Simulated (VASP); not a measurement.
# In in VASP: further runs

Aim: see how the results for In move with the level of theory and the settings. Levels: PBE, PBEsol. Tasks: single point.

Everything below comes from runs of VASP 6.6.1. Logs are shortened: lines on timing, memory, paths and dates and some standing lists are left out, and cuts for length are marked.

**1. The cell of the first run**

The structure is hexagonal, space group P6_3mc (No. 186). Conventional cell: a = 3.220 Å, b = 3.220 Å, c = 10.985 Å, α = 90.00°, β = 90.00°, γ = 120.00°. In (site symmetry 3m) has 12 In at 3.22 to 3.37 Å within 4.2 Å. Within 4.2 Å of In (site symmetry 3m) lie 12 In at 3.22 to 3.37 Å.

**2. Single point, PBE (strained and its atoms moved)**

Contents of INCAR:

```
PREC = Accurate
ENCUT = 520
EDIFF = 1E-6
ISMEAR = 0
SIGMA = 0.1
LREAL = F
LASPH = T
NELM = 100
ALGO = Normal
ISIF = 2
LWAVE = F
LCHARG = F
GGA = PE
NBANDS = 34
```

Contents of KPOINTS:

```
regular mesh
0
Gamma
  15 15 4
```

Contents of POSCAR:

```
In
1.0
    3.2196695150      0.0000000000      0.0000000000
   -1.6098347575      2.7883155918      0.0000000000
    0.0000000000      0.0000000000     10.9848153613
In
4
Direct
    0.0000000000      0.0000000000     -0.0027778528
    0.3333333300      0.6666666700      0.2527778528
    0.0000000000      0.0000000000      0.4972221472
    0.6666666700      0.3333333300      0.7527778528
```

Potentials or basis: VASP PAW PBE potentials, release 64 (In_d).

The run is started by

```console
$ cat potpaw_PBE.64/In_d/POTCAR > POTCAR
$ mpirun -np 1 vasp_std > vasp.out
```

OUTCAR:

```text
PREC = Accurate
   ENCUT = 520
   EDIFF = 1E-6
   ISMEAR = 0
   LREAL = F
   LASPH = T
   NELM = 100
   ISIF = 2
   GGA = PE

 ion  position               nearest neighbor table
   1  0.000  0.000  0.997-   4 3.27   4 3.27   4 3.27   2 3.37   2 3.37   2 3.37
   2  0.333  0.667  0.253-   3 3.27   3 3.27   3 3.27   1 3.37   1 3.37   1 3.37
   3  0.000  0.000  0.497-   2 3.27   2 3.27   2 3.27   4 3.37   4 3.37   4 3.37
   4  0.667  0.333  0.753-   1 3.27   1 3.27   1 3.27   3 3.37   3 3.37   3 3.37

  LATTYP: Found a hexagonal cell.
 ALAT       =     3.2196695150
 C/A-ratio  =     3.4117835107

  Lattice vectors:

 A1 = (   3.2196695150,   0.0000000000,   0.0000000000)
 A2 = (  -1.6098347575,   2.7883155918,   0.0000000000)
 A3 = (   0.0000000000,   0.0000000000,  10.9848153613)

Analysis of symmetry for initial positions (statically):
=====================================================================
 Subroutine PRICEL returns:
 Original cell was already a primitive cell.

 Routine SETGRP: Setting up the symmetry group for a
 hexagonal supercell.

 Subroutine GETGRP returns: Found 12 space group operations
 (whereof  6 operations were pure point group operations)
 out of a pool of 24 trial point group operations.

The static configuration has the point symmetry C_3v.
 The point group associated with its full space group is C_6v.

Analysis of symmetry for dynamics (positions and initial velocities):
=====================================================================
 Subroutine PRICEL returns:
 Original cell was already a primitive cell.

 Routine SETGRP: Setting up the symmetry group for a
 hexagonal supercell.

 Subroutine GETGRP returns: Found 12 space group operations
 (whereof  6 operations were pure point group operations)
 out of a pool of 24 trial point group operations.

The dynamic configuration has the point symmetry C_3v.
 The point group associated with its full space group is C_6v.

 Subroutine INISYM returns: Found 12 space group operations
 (whereof  6 operations are pure point group operations),
 and found     1 'primitive' translations

----------------------------------------------------------------------------------------

                                     Primitive cell

  volume of cell :      98.6157

  direct lattice vectors                    reciprocal lattice vectors
     3.219669515  0.000000000  0.000000000     0.310590884  0.179319730  0.000000000
    -1.609834758  2.788315592  0.000000000     0.000000000  0.358639461  0.000000000
     0.000000000  0.000000000 10.984815361     0.000000000  0.000000000  0.091034757

  length of vectors
     3.219669515  3.219669515 10.984815361     0.358639461  0.358639461  0.091034757

  position of ions in fractional coordinates (direct lattice)
     0.000000000  0.000000000  0.997222147
     0.333333330  0.666666670  0.252777853
     0.000000000  0.000000000  0.497222147
     0.666666670  0.333333330  0.752777853

  ion indices of the primitive-cell ions
   primitive index   ion index
                 1           1
                 2           2
                 3           3
                 4           4

----------------------------------------------------------------------------------------

 KPOINTS: regular mesh

Automatic generation of k-mesh.
 Grid dimensions read from file:
 generate k-points for:   15   15    4

 Generating k-lattice:

  Cartesian coordinates                     Fractional coordinates (reciprocal lattice)
     0.020706059  0.011954649  0.000000000     0.066666667  0.000000000  0.000000000
     0.000000000  0.023909297  0.000000000     0.000000000  0.066666667  0.000000000
     0.000000000  0.000000000  0.022758689     0.000000000  0.000000000  0.250000000

  Length of vectors
     0.023909297  0.023909297  0.022758689

  Shift w.r.t. Gamma in fractional coordinates (k-lattice)
     0.000000000  0.000000000  0.000000000

 Subroutine IBZKPT returns following result:
 ===========================================

 Found     81 irreducible k-points:

 Following reciprocal coordinates:
            Coordinates               Weight
  0.000000  0.000000  0.000000      1.000000
  0.066667  0.000000  0.000000      6.000000
  0.133333  0.000000  0.000000      6.000000
  0.200000 -0.000000  0.000000      6.000000
  0.266667  0.000000  0.000000      6.000000
  0.333333 -0.000000  0.000000      6.000000
[... 16 lines left out ...]
  0.333333  0.200000  0.000000     12.000000
  0.400000  0.200000  0.000000      6.000000
 [... further k-points ...]
   k-points           NKPTS =     81   k-points in BZ     NKDIM =     81   number of bands    NBANDS=     34
   number of dos      NEDOS =    301   number of ions     NIONS =      4
   total plane-waves  NPLWV =  48384
   dimension x,y,z NGX =    24 NGY =   24 NGZ =   84
   dimension x,y,z NGXF=    48 NGYF=   48 NGZF=  168
   ions per type =               4
   NGX,Y,Z   is equivalent  to a cutoff of  12.39, 12.39, 12.71 a.u.
   NGXF,Y,Z  is equivalent  to a cutoff of  24.78, 24.78, 25.43 a.u.
 SYSTEM =  unknown system
   PREC   = accura    normal or accurate (medium, high low for compatibility)
   ISTART =      0    job   : 0-new  1-cont  2-samecut
   ICHARG =      2    charge: 1-file 2-atom 10-const
   ISPIN  =      1    spin polarized calculation?
   LNONCOLLINEAR =      F non collinear calculations
   LSORBIT =      F    spin-orbit coupling
   LASPH  =      T    aspherical Exc in radial PAW
   ENCUT  =  520.0 eV  38.22 Ry    6.18 a.u.   5.99  5.99 20.42*2*pi/ulx,y,z
   NELM   =    100;   NELMIN=  2; NELMDL= -5     # of ELM steps
   EDIFF  = 0.1E-05   stopping-criterion for ELM
   LREAL  =      F    real-space projection
   EDIFFG = 0.1E-04   stopping-criterion for IOM
   NSW    =      0    number of steps for IOM
   IBRION =     -1    ionic relax: 0-MD 1-quasi-New 2-CG
   NFREE  =      0    steps in history (QN), initial steepest desc. (CG)
   ISIF   =      2    stress and relaxation
   ISYM   =      2    0-nonsym 1-usesym 2-fastsym
   POTIM  = 0.5000    time-step for ionic-motion
   TEBEG  =    0.0;   TEEND  =   0.0 temperature during run
   PSTRESS=    0.0 pullay stress
   NELECT =      52.0000    total number of electrons
   NUPDOWN=      -1.0000    fix difference up-down
   EMIN   =  10.00;   EMAX   =-10.00  energy-range for DOS
   EFERMI =   0.00;   METHOD = LEGACY
   ISMEAR =     0;   SIGMA  =   0.10  broadening in eV -4-tet -1-fermi 0-gaus
   EFERMI_NEDOS =   21; number of points for ismear=-14 and -15
   IALGO  =     38    algorithm
   IMIX   =      4    mixing-type and parameters
     AMIX     =   0.40;   BMIX     =  1.00
     AMIX_MAG =   1.60;   BMIX_MAG =  1.00
  volume/ion in A,a.u.               =      24.65       166.37
  Fermi-wavevector in a.u.,A,eV,Ry     =   1.322596  2.499344 23.800138  1.749261
  Thomas-Fermi vector in A             =   2.452266
   LORBIT       =      0    0 simple, 1 ext, 2 COOP (PROOUT), +10 PAW based schemes
   GGA     = PE    functional components
   LHFCALC =     F    Hartree Fock is set to
   AEXX    =    0.0000 exact exchange contribution
   IVDW    =     0    specifies the selected vdW correction
   LEPSILON=     F    determine dielectric tensor
   LRPA    =     F    only Hartree local field effects (RPA)
 non-spin polarized calculation
 Gauss-broadening in eV      SIGMA  =   0.10
  energy-cutoff  :      520.00
  volume of cell :       98.62
 maximum number of plane-waves:      2697
 NGX is ok and might be reduce to    24
   NGX = 11   NGY = 11   NGZ = 41

 number of electron      52.0000004 magnetization

 Free energy of the ion-electron system (eV)
  ---------------------------------------------------
  ext. energy  EPLUGINS =         0.00000000
  ---------------------------------------------------
  free energy    TOTEN  =       -10.04732568 eV

  energy without entropy =      -10.03722977  energy(sigma->0) =      -10.04227772

 E-fermi :   8.2643     XC(G=0): -10.5373

 val. band max:        8.2195225400   @ k =   0.3333   0.3333   0.5000
 cond. band min:       8.2716229970   @ k =   0.2000   0.0667   0.5000
 fundamental gap:      0.0521004570
 Fermi energy:         8.2642546900

 k-point     1 :       0.0000    0.0000    0.0000
  band No.  band energies     occupation
      1      -6.5915      2.00000
      2      -6.5645      2.00000
      3      -6.5382      2.00000
      4      -6.5307      2.00000
      5      -6.4848      2.00000
      6      -6.4848      2.00000
[... 26 lines left out ...]
     33      18.6344      0.00000
     34      18.6344      0.00000

 k-point     2 :       0.0667    0.0000    0.0000
  band No.  band energies     occupation
      1      -6.5812      2.00000
      2      -6.5588      2.00000
      3      -6.5344      2.00000
      4      -6.5233      2.00000
      5      -6.4885      2.00000
      6      -6.4854      2.00000
[... 26 lines left out ...]
     33      18.2863      0.00000
     34      18.3293      0.00000

 k-point     3 :       0.1333    0.0000    0.0000
  band No.  band energies     occupation
      1      -6.5761      2.00000
      2      -6.5536      2.00000
      3      -6.5312      2.00000
      4      -6.5070      2.00000
      5      -6.4906      2.00000
      6      -6.4793      2.00000
[... 26 lines left out ...]
     33      17.4785      0.00000
     34      17.8020      0.00000

 k-point     4 :       0.2000   -0.0000    0.0000
  band No.  band energies     occupation
      1      -6.6075      2.00000
      2      -6.5701      2.00000
      3      -6.5483      2.00000
      4      -6.4974      2.00000
      5      -6.4802      2.00000
      6      -6.4748      2.00000
[... 26 lines left out ...]
     33      16.3525      0.00000
     34      16.6012      0.00000

 k-point     5 :       0.2667    0.0000    0.0000
  band No.  band energies     occupation
      1      -6.6508      2.00000
      2      -6.6007      2.00000
      3      -6.5774      2.00000
      4      -6.5237      2.00000
      5      -6.5067      2.00000
      6      -6.4815      2.00000
[... 621 lines left out ...]
 k-point    22 :       0.2667    0.2000    0.0000
  band No.  band energies     occupation
      1      -6.5953      2.00000
      2      -6.5808      2.00000
      3      -6.5412      2.00000
      4      -6.5287      2.00000
      5      -6.4977      2.00000
      6      -6.4917      2.00000
[... 26 lines left out ...]
     33      13.1239      0.00000
     34      13.6197      0.00000

 k-point    23 :       0.3333    0.2000    0.0000
  band No.  band energies     occupation
      1      -6.6052      2.00000
      2      -6.6017      2.00000
      3      -6.5428      2.00000
      4      -6.5350      2.00000
      5      -6.5041      2.00000
      6      -6.4875      2.00000
[... 26 lines left out ...]
     33      12.2031      0.00000
     34      13.3596      0.00000

 k-point    24 :       0.4000    0.2000    0.0000
  band No.  band energies     occupation
      1      -6.6114      2.00000
      2      -6.6082      2.00000
      3      -6.5411      2.00000
      4      -6.5279      2.00000
      5      -6.5190      2.00000
      6      -6.4968      2.00000
[... 26 lines left out ...]
     33      11.4537      0.00000
     34      13.2598      0.00000

 [... further k-points ...]
[... 5 lines left out ...]
  --------------------------------------------------------------------------------------
  -------------------------------------------------------------------------------------
  Total        3.5091796      3.5091796      2.6152767      0.0000000     -0.0000000      0.0000000
  in kB       57.0125137     57.0125137     42.4895612      0.0000000     -0.0000000      0.0000000
  external PRESSURE =      52.1715295 kB  Pullay stress =       0.0000000 kB

 VOLUME and BASIS-vectors are now :
 -----------------------------------------------------------------------------
  energy-cutoff  :      520.00
  volume of cell :       98.62
      direct lattice vectors                 reciprocal lattice vectors
     3.219669515  0.000000000  0.000000000     0.310590884  0.179319730  0.000000000
    -1.609834758  2.788315592  0.000000000     0.000000000  0.358639461  0.000000000
     0.000000000  0.000000000 10.984815361     0.000000000  0.000000000  0.091034757

 POSITION                                       TOTAL-FORCE (eV/Angst)
 -----------------------------------------------------------------------------------
      0.00000      0.00000     10.95430         0.000000     -0.000000      0.205308
     -0.00000      1.85888      2.77672         0.000000      0.000000     -0.205308
      0.00000      0.00000      5.46189        -0.000000      0.000000      0.205308
      1.60983      0.92944      8.26913         0.000000      0.000000     -0.205308
 -----------------------------------------------------------------------------------
    total drift:                                0.000000      0.000000     -0.000079

  FREE ENERGIE OF THE ION-ELECTRON SYSTEM (eV)
  ---------------------------------------------------
  free  energy   TOTEN  =       -10.0473256791 eV

  energy  without entropy=      -10.0372297662  energy(sigma->0) =      -10.04227772
```

Run time: 3.6 min. Hardware: 1 thread of Intel Xeon Platinum 8259CL at 2.50GHz (Skylake/Cascade Lake), shared host; peak memory 0.33 GiB.

What came out:

- Free energy: -10.0473 eV
- Pressure: 5.2 GPa
- Largest force: 0.205 eV/Å
- Band gap on the k mesh: zero (band 26 reaches 11.61 eV, above the bottom of band 27 at 6.99 eV)

Forces on the atoms (eV/Å):
```
In   0.000  0.000  0.205
In   0.000  0.000 -0.205
In   0.000  0.000  0.205
In   0.000  0.000 -0.205
```

Stress tensor (GPa, compression positive):
```
5.70 0.00 0.00
0.00 5.70 0.00
0.00 0.00 4.25
```

Caveat: the cell differs from its parent crystal (strained and its atoms moved); spin-orbit coupling is left out, which moves the levels of the heavy elements.

**3. Single point, PBE (strained)**

Contents of INCAR:

```
ALGO = Normal ; EDIFF = 1E-6
ENCUT = 520 ; GGA = PE
ISIF = 2 ; ISMEAR = 0
LASPH = T ; LCHARG = F
LREAL = F ; LWAVE = F
NBANDS = 34 ; NELM = 100
PREC = Accurate ; SIGMA = 0.1
```

Contents of KPOINTS:

```
k-points
0
Gamma
  15 15 4
```

Contents of POSCAR:

```
In
1.0
    3.4072374488      0.0000000000      0.0000000000
   -1.7036187244      2.9507541874      0.0000000000
    0.0000000000      0.0000000000      9.9670508454
In
4
Direct
    0.0000000000      0.0000000000      0.0000000000
    0.3333333300      0.6666666700      0.2500000000
    0.0000000000      0.0000000000      0.5000000000
    0.6666666700      0.3333333300      0.7500000000
```

Potentials or basis: VASP PAW PBE potentials, release 64 (In_d).

The run is started by

```console
$ cat potpaw_PBE.64/In_d/POTCAR > POTCAR
$ mpirun -np 1 vasp_std > vasp.out
```

Run time: 4.4 min. Hardware: 1 thread of Intel Xeon Platinum 8259CL at 2.50GHz (Skylake/Cascade Lake), shared host; peak memory 0.35 GiB.

The run converged. Its results:

| Item | Value |
| --- | --- |
| Free energy | -10.0556 eV |
| Pressure | 4.6 GPa |
| Band gap on the k mesh | zero (band 26 reaches 13.24 eV, above the bottom of band 27 at 6.75 eV) |

Stress tensor (GPa, compression positive):
```
3.80 0.00 0.00
0.00 3.80 0.00
0.00 0.00 6.26
```

Levels at points of the mesh, in eV from the Fermi level:
```tsv
k point	band 23	band 24	band 25	band 26	band 27	band 28	band 29	band 30
(0.00, 0.00, 0.00)	-8.17	-3.07	-3.02	5.19	5.21	7.28	7.28	8.29
(0.00, 0.00, 0.50)	-6.04	-6.04	0.73	0.73	7.59	7.59	7.59	7.59
```

Caveat: the cell differs from its parent crystal (strained); spin-orbit coupling is left out, which moves the levels of the heavy elements.

[end of part 1 of 2]
